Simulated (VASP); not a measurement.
# SrCd (Pm-3m) in VASP: a series of runs

SrCd is run at these levels: LDA; tasks: electric field gradients.

Program: VASP 6.6.1. These are calculated values, not measurements. Logs are shortened: lines on timing, memory, paths and dates and some standing lists are left out, and cuts for length are marked.

### 1 The cell of the first run

It takes space group Pm-3m (No. 221, cubic). Conventional cell: a = 3.921 Å, b = 3.921 Å, c = 3.921 Å, α = 90.00°, β = 90.00°, γ = 90.00°. Within 4.5 Å of Sr (site symmetry m-3m) lie 8 Cd at 3.40 Å and 6 Sr at 3.92 Å. Cd (site symmetry m-3m) has 8 Sr at 3.40 Å and 6 Cd at 3.92 Å within 4.5 Å.

### 2 Electric field gradients, LDA (30.15 Å³/atom)

The input, INCAR:

```
PREC = Accurate
ENCUT = 520
EDIFF = 1E-8
ISMEAR = -1
SIGMA = 0.08
LREAL = False
LASPH = True
NELM = 100
ALGO = Normal
ISIF = 2
LWAVE = False
LCHARG = False
LEFG = True
NBANDS = 18
```

The input, KPOINTS:

```
regular mesh
0
Gamma
  10 10 10
```

The input, POSCAR:

```
SrCd
1.0
    3.9212831932      0.0000000000      0.0000000000
    0.0000000000      3.9212831932      0.0000000000
    0.0000000000      0.0000000000      3.9212831932
Sr Cd
1 1
Direct
    0.5000000000      0.5000000000      0.5000000000
    0.0000000000      0.0000000000      0.0000000000
```

Potentials or basis: VASP PAW LDA potentials, release 64 (Sr_sv, Cd).

The run is started by

```console
cat potpaw_LDA.64/Sr_sv/POTCAR potpaw_LDA.64/Cd/POTCAR > POTCAR
mpirun -np 1 vasp_std > vasp.out
```

OUTCAR:

```text
PREC = Accurate
   ENCUT = 520
   EDIFF = 1E-8
   ISMEAR = -1
   LREAL = False
   LASPH = True
   NELM = 100
   ISIF = 2

 ion  position               nearest neighbor table
   1  0.500  0.500  0.500-   2 3.40   2 3.40   2 3.40   2 3.40   2 3.40   2 3.40   2 3.40   2 3.40

   2  0.000  0.000  0.000-   1 3.40   1 3.40   1 3.40   1 3.40   1 3.40   1 3.40   1 3.40   1 3.40

  LATTYP: Found a simple cubic cell.
 ALAT       =     3.9212831932

  Lattice vectors:

 A1 = (   3.9212831932,   0.0000000000,   0.0000000000)
 A2 = (   0.0000000000,   3.9212831932,   0.0000000000)
 A3 = (   0.0000000000,   0.0000000000,   3.9212831932)

Analysis of symmetry for initial positions (statically):
=====================================================================
 Subroutine PRICEL returns:
 Original cell was already a primitive cell.

 Routine SETGRP: Setting up the symmetry group for a
 simple cubic supercell.

 Subroutine GETGRP returns: Found 48 space group operations
 (whereof 48 operations were pure point group operations)
 out of a pool of 48 trial point group operations.

The static configuration has the point symmetry O_h .

Analysis of symmetry for dynamics (positions and initial velocities):
=====================================================================
 Subroutine PRICEL returns:
 Original cell was already a primitive cell.

 Routine SETGRP: Setting up the symmetry group for a
 simple cubic supercell.

 Subroutine GETGRP returns: Found 48 space group operations
 (whereof 48 operations were pure point group operations)
 out of a pool of 48 trial point group operations.

The dynamic configuration has the point symmetry O_h .

 Subroutine INISYM returns: Found 48 space group operations
 (whereof 48 operations are pure point group operations),
 and found     1 'primitive' translations

----------------------------------------------------------------------------------------

                                     Primitive cell

  volume of cell :      60.2955

  direct lattice vectors                    reciprocal lattice vectors
     3.921283193  0.000000000  0.000000000     0.255018562  0.000000000  0.000000000
     0.000000000  3.921283193  0.000000000     0.000000000  0.255018562  0.000000000
     0.000000000  0.000000000  3.921283193     0.000000000  0.000000000  0.255018562

  length of vectors
     3.921283193  3.921283193  3.921283193     0.255018562  0.255018562  0.255018562

  position of ions in fractional coordinates (direct lattice)
     0.500000000  0.500000000  0.500000000
     0.000000000  0.000000000  0.000000000

  ion indices of the primitive-cell ions
   primitive index   ion index
                 1           1
                 2           2

----------------------------------------------------------------------------------------

 KPOINTS: regular mesh

Automatic generation of k-mesh.
 Grid dimensions read from file:
 generate k-points for:   10   10   10

 Generating k-lattice:

  Cartesian coordinates                     Fractional coordinates (reciprocal lattice)
     0.025501856  0.000000000  0.000000000     0.100000000  0.000000000  0.000000000
     0.000000000  0.025501856  0.000000000     0.000000000  0.100000000  0.000000000
     0.000000000  0.000000000  0.025501856     0.000000000  0.000000000  0.100000000

  Length of vectors
     0.025501856  0.025501856  0.025501856

  Shift w.r.t. Gamma in fractional coordinates (k-lattice)
     0.000000000  0.000000000  0.000000000

 Subroutine IBZKPT returns following result:
 ===========================================

 Found     56 irreducible k-points:

 Following reciprocal coordinates:
            Coordinates               Weight
  0.000000  0.000000  0.000000      1.000000
  0.100000  0.000000  0.000000      6.000000
  0.200000  0.000000  0.000000      6.000000
  0.300000  0.000000  0.000000      6.000000
  0.400000  0.000000  0.000000      6.000000
  0.500000  0.000000  0.000000      3.000000
[... 16 lines left out ...]
  0.200000  0.100000  0.100000     24.000000
  0.300000  0.100000  0.100000     24.000000
 [... further k-points ...]
   k-points           NKPTS =     56   k-points in BZ     NKDIM =     56   number of bands    NBANDS=     18
   number of dos      NEDOS =    301   number of ions     NIONS =      2
   total plane-waves  NPLWV =  27000
   dimension x,y,z NGX =    30 NGY =   30 NGZ =   30
   dimension x,y,z NGXF=    60 NGYF=   60 NGZF=   60
   ions per type =               1   1
   NGX,Y,Z   is equivalent  to a cutoff of  12.72, 12.72, 12.72 a.u.
   NGXF,Y,Z  is equivalent  to a cutoff of  25.44, 25.44, 25.44 a.u.
 SYSTEM =  unknown system
   PREC   = accura    normal or accurate (medium, high low for compatibility)
   ISTART =      0    job   : 0-new  1-cont  2-samecut
   ICHARG =      2    charge: 1-file 2-atom 10-const
   ISPIN  =      1    spin polarized calculation?
   LNONCOLLINEAR =      F non collinear calculations
   LSORBIT =      F    spin-orbit coupling
   LASPH  =      T    aspherical Exc in radial PAW
   ENCUT  =  520.0 eV  38.22 Ry    6.18 a.u.   7.29  7.29  7.29*2*pi/ulx,y,z
   NELM   =    100;   NELMIN=  2; NELMDL= -5     # of ELM steps
   EDIFF  = 0.1E-07   stopping-criterion for ELM
   LREAL  =      F    real-space projection
   EDIFFG = 0.1E-06   stopping-criterion for IOM
   NSW    =      0    number of steps for IOM
   IBRION =     -1    ionic relax: 0-MD 1-quasi-New 2-CG
   NFREE  =      0    steps in history (QN), initial steepest desc. (CG)
   ISIF   =      2    stress and relaxation
   ISYM   =      2    0-nonsym 1-usesym 2-fastsym
   POTIM  = 0.5000    time-step for ionic-motion
   TEBEG  =    0.0;   TEEND  =   0.0 temperature during run
   PSTRESS=    0.0 pullay stress
   NELECT =      22.0000    total number of electrons
   NUPDOWN=      -1.0000    fix difference up-down
   EMIN   =  10.00;   EMAX   =-10.00  energy-range for DOS
   EFERMI =   0.00;   METHOD = LEGACY
   ISMEAR =    -1;   SIGMA  =   0.08  broadening in eV -4-tet -1-fermi 0-gaus
   EFERMI_NEDOS =   21; number of points for ismear=-14 and -15
   IALGO  =     38    algorithm
   IMIX   =      4    mixing-type and parameters
     AMIX     =   0.40;   BMIX     =  1.00
     AMIX_MAG =   1.60;   BMIX_MAG =  1.00
  volume/ion in A,a.u.               =      30.15       203.45
  Fermi-wavevector in a.u.,A,eV,Ry     =   1.169825  2.210648 18.619440  1.368490
  Thomas-Fermi vector in A             =   2.306292
   LORBIT       =      0    0 simple, 1 ext, 2 COOP (PROOUT), +10 PAW based schemes
   GGA     = CA    functional components
   LHFCALC =     F    Hartree Fock is set to
   AEXX    =    0.0000 exact exchange contribution
   IVDW    =     0    specifies the selected vdW correction
   LEPSILON=     F    determine dielectric tensor
   LRPA    =     F    only Hartree local field effects (RPA)
 non-spin polarized calculation
  energy-cutoff  :      520.00
  volume of cell :       60.30
 maximum number of plane-waves:      1647
 NGX is ok and might be reduce to    30
   NGX = 15   NGY = 15   NGZ = 15

 number of electron      22.0000013 magnetization

 Free energy of the ion-electron system (eV)
  ---------------------------------------------------
  ext. energy  EPLUGINS =         0.00000000
  ---------------------------------------------------
  free energy    TOTEN  =        -4.12897673 eV

  energy without entropy =       -4.10403122  energy(sigma->0) =       -4.11650397

 E-fermi :   2.3539     XC(G=0):  -9.7001

 val. band max:        2.3423731538   @ k =   0.4000   0.3000   0.3000
 cond. band min:       2.4343978520   @ k =   0.5000   0.5000   0.0000
 fundamental gap:      0.0920246982
 Fermi energy:         2.3538644876

 k-point     1 :       0.0000    0.0000    0.0000
  band No.  band energies     occupation
      1     -33.0884      2.00000
      2     -15.1241      2.00000
      3     -15.1241      2.00000
      4     -15.1241      2.00000
      5      -6.3502      2.00000
      6      -6.3502      2.00000
[... 10 lines left out ...]
     17       7.7736      0.00000
     18       7.7736      0.00000

 k-point     2 :       0.1000    0.0000    0.0000
  band No.  band energies     occupation
      1     -33.0868      2.00000
      2     -15.1534      2.00000
      3     -15.1221      2.00000
      4     -15.1221      2.00000
      5      -6.3469      2.00000
      6      -6.3304      2.00000
[... 10 lines left out ...]
     17       8.2490      0.00000
     18       8.2490      0.00000
[... 442 lines left out ...]
 k-point    24 :       0.3000    0.1000    0.1000
  band No.  band energies     occupation
      1     -33.0745      2.00000
      2     -15.3119      2.00000
      3     -15.1355      2.00000
      4     -15.1333      2.00000
      5      -6.3005      2.00000
      6      -6.2106      2.00000
[... 10 lines left out ...]
     17       9.3962      0.00000
     18      10.0922      0.00000

 [... further k-points ...]
[... 5 lines left out ...]
  --------------------------------------------------------------------------------------
  -------------------------------------------------------------------------------------
  Total       -0.1015779     -0.1015779     -0.1015779      0.0000000      0.0000000      0.0000000
  in kB       -2.6991397     -2.6991397     -2.6991397      0.0000000      0.0000000      0.0000000
  external PRESSURE =      -2.6991397 kB  Pullay stress =       0.0000000 kB

 VOLUME and BASIS-vectors are now :
 -----------------------------------------------------------------------------
  energy-cutoff  :      520.00
  volume of cell :       60.30
      direct lattice vectors                 reciprocal lattice vectors
     3.921283193  0.000000000  0.000000000     0.255018562  0.000000000  0.000000000
     0.000000000  3.921283193  0.000000000     0.000000000  0.255018562  0.000000000
     0.000000000  0.000000000  3.921283193     0.000000000  0.000000000  0.255018562

 POSITION                                       TOTAL-FORCE (eV/Angst)
 -----------------------------------------------------------------------------------
      1.96064      1.96064      1.96064         0.000000      0.000000      0.000000
      0.00000      0.00000      0.00000         0.000000      0.000000      0.000000
 -----------------------------------------------------------------------------------
    total drift:                                0.000000      0.000000     -0.000000

  FREE ENERGIE OF THE ION-ELECTRON SYSTEM (eV)
  ---------------------------------------------------
  free  energy   TOTEN  =        -4.1289767329 eV

  energy  without entropy=       -4.1040312157  energy(sigma->0) =       -4.11650397

 Electric field gradients (V/A^2)
---------------------------------------------------------------------
 ion       V_xx      V_yy      V_zz      V_xy      V_xz      V_yz
---------------------------------------------------------------------
   1      -0.000    -0.000     0.000     0.000    -0.000     0.000
   2       0.000     0.000    -0.000    -0.000    -0.000    -0.000
---------------------------------------------------------------------

 Electric field gradients after diagonalization (V/A^2)
 (convention: |V_zz| > |V_xx| > |V_yy|)
----------------------------------------------------------------------
 ion       V_xx      V_yy      V_zz     asymmetry (V_yy - V_xx)/ V_zz
----------------------------------------------------------------------
   1      -0.000    -0.000     0.000       0.398
   2       0.000     0.000    -0.000       0.313
----------------------------------------------------------------------

           NMR quadrupolar parameters

 Cq : quadrupolar parameter    Cq=e*Q*V_zz/h
 eta: asymmetry parameters     (V_yy - V_xx)/ V_zz
 Q  : nuclear electric quadrupole moment in mb (millibarn)
----------------------------------------------------------------------
 ion       Cq(MHz)       eta       Q (mb)
----------------------------------------------------------------------
   1       0.000       0.398       1.000
   2      -0.000       0.313       1.000
----------------------------------------------------------------------
```

It took 41 s on 1 thread of Oxide Virtual Turin-like, shared host; peak memory 0.16 GiB.

Results:

* Free energy: -4.1290 eV
* Pressure: -0.3 GPa
* Band gap on the k mesh: zero (bands 11 and 12 overlap by 2.23 eV)
* Largest electric field gradient by atom: under 0.05 V/Å² on every atom

### 3 Electric field gradients, LDA (31.43 Å³/atom)

This run uses another cell than the first one, of 31.43 Å³/atom.

The input, INCAR:

```
SYSTEM = SrCd
ALGO     = Normal         ! electronic algorithm
EDIFF    = 1E-8           ! SCF threshold, eV
ENCUT    = 520            ! plane-wave cutoff, eV
GGA      = CA             ! functional
ISIF     = 2              ! what is computed and relaxed
ISMEAR   = -1             ! smearing method
LASPH    = .True.         ! aspherical terms in the spheres
LCHARG   = .False.        ! write CHGCAR
LEFG     = .True.       
LREAL    = .False.        ! projectors in reciprocal space
LWAVE    = .False.        ! write WAVECAR
NBANDS   = 18             ! bands
NELM     = 100            ! most SCF steps
PREC     = Accurate       ! precision mode
SIGMA    = 0.08           ! smearing width, eV
```

The input, KPOINTS:

```
k-points
0
Gamma
  10 10 10
  0 0 0
```

The input, POSCAR:

```
SrCd
1.0
    3.9761334187      0.0000000000      0.0000000000
    0.0000000000      3.9761334187      0.0000000000
    0.0000000000      0.0000000000      3.9761334187
Sr Cd
1 1
Direct
    0.5000000000      0.5000000000      0.5000000000
    0.0000000000      0.0000000000      0.0000000000
```

Potentials or basis: VASP PAW LDA potentials, release 64 (Sr_sv, Cd).

The run is started by

```console
cat potpaw_LDA.64/Sr_sv/POTCAR potpaw_LDA.64/Cd/POTCAR > POTCAR
mpirun -np 1 vasp_std > vasp.out
```

OUTCAR:

```text
SYSTEM = SrCd
   EDIFF = 1E-8
   ENCUT = 520
   GGA = CA
   ISIF = 2
   ISMEAR = -1
   LASPH = .True.
   LREAL = .False.
   NELM = 100
   PREC = Accurate

 ion  position               nearest neighbor table
   1  0.500  0.500  0.500-   2 3.44   2 3.44   2 3.44   2 3.44   2 3.44   2 3.44   2 3.44   2 3.44

   2  0.000  0.000  0.000-   1 3.44   1 3.44   1 3.44   1 3.44   1 3.44   1 3.44   1 3.44   1 3.44

  LATTYP: Found a simple cubic cell.
 ALAT       =     3.9761334187

  Lattice vectors:

 A1 = (   3.9761334187,   0.0000000000,   0.0000000000)
[... 718 lines left out ...]
  free  energy   TOTEN  =        -4.1149307218 eV

  energy  without entropy=       -4.0889601614  energy(sigma->0) =       -4.10194544

 Electric field gradients (V/A^2)
---------------------------------------------------------------------
 ion       V_xx      V_yy      V_zz      V_xy      V_xz      V_yz
---------------------------------------------------------------------
   1       0.000    -0.000     0.000    -0.000    -0.000     0.000
   2       0.000     0.000     0.000    -0.000     0.000     0.000
---------------------------------------------------------------------

 Electric field gradients after diagonalization (V/A^2)
 (convention: |V_zz| > |V_xx| > |V_yy|)
----------------------------------------------------------------------
 ion       V_xx      V_yy      V_zz     asymmetry (V_yy - V_xx)/ V_zz
----------------------------------------------------------------------
   1      -0.000     0.000     0.000       0.523
   2       0.000     0.000     0.000      -0.363
----------------------------------------------------------------------

           NMR quadrupolar parameters

 Cq : quadrupolar parameter    Cq=e*Q*V_zz/h
 eta: asymmetry parameters     (V_yy - V_xx)/ V_zz
 Q  : nuclear electric quadrupole moment in mb (millibarn)
----------------------------------------------------------------------
 ion       Cq(MHz)       eta       Q (mb)
----------------------------------------------------------------------
   1       0.000       0.523       1.000
   2       0.000      -0.363       1.000
----------------------------------------------------------------------
```

stdout:

```text
POSCAR found type information on POSCAR SrCd
 POSCAR found :  2 types and       2 ions
 scaLAPACK will be used
 LDA part: xc-table for (Slater(with rela. corr.)+CA(PZ))
 , standard interpolation
 POSCAR, INCAR and KPOINTS ok, starting setup
 FFT: planning ... GRIDC
 FFT: planning ... GRID_SOFT
 FFT: planning ... GRID
 WAVECAR not read
 entering main loop
ion   1

ion   2
```

It took 32 s on 1 thread of Oxide Virtual Turin-like, shared host; peak memory 0.16 GiB.

Results:

- Free energy: -4.1149 eV
- Pressure: -1.5 GPa
- Band gap on the k mesh: zero (bands 11 and 12 overlap by 2.15 eV)
- Largest electric field gradient by atom: under 0.05 V/Å² on every atom

(Part 1 of 2 ends here.)

The gap in the log of VASP goes by the Fermi energy; the results here count the filled bands.